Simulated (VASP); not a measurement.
A run of VASP 6.6.1:

Contents of INCAR:

```
PREC = Accurate ; ENCUT = 1340
EDIFF = 1E-7 ; ISMEAR = 0
SIGMA = 0.01 ; LREAL = False
LASPH = True ; NELM = 120
ALGO = Normal ; ISIF = 3
LWAVE = False ; LCHARG = False
GGA = PS ; IBRION = 2
NSW = 80 ; EDIFFG = -0.02
GGA_COMPAT = False ; NELMIN = 4
```

File KPOINTS:

```
regular mesh
0
Gamma
  7 7 7
```

The input POSCAR:

```
BaO
1.0
    0.0000000000      2.7500000000      2.7500000000
    2.7500000000      0.0000000000      2.7500000000
    2.7500000000      2.7500000000      0.0000000000
Ba O
1 1
Direct
    0.0000000000      0.0000000000      0.0000000000
    0.5000000000      0.5000000000      0.5000000000
```

Potentials or basis: VASP PAW PBE potentials, release 64 (Ba_sv, O_h).

Run with:

```bash
$ cat potpaw_PBE.64/Ba_sv/POTCAR potpaw_PBE.64/O_h/POTCAR > POTCAR
$ mpirun -np 1 vasp_std > vasp.out
```

Hardware: 1 thread of AMD EPYC 7R43 64-Core Processor (Zen 3), on a shared host.

**Question.** Estimate the wall time of this run.

**Answer.** Run time: 2.7 min on 1 thread of AMD EPYC 7R43 64-Core Processor (Zen 3) (shared host), peak memory 0.33 GiB. Counts: scf iterations 34, k points 20, ion steps 3.
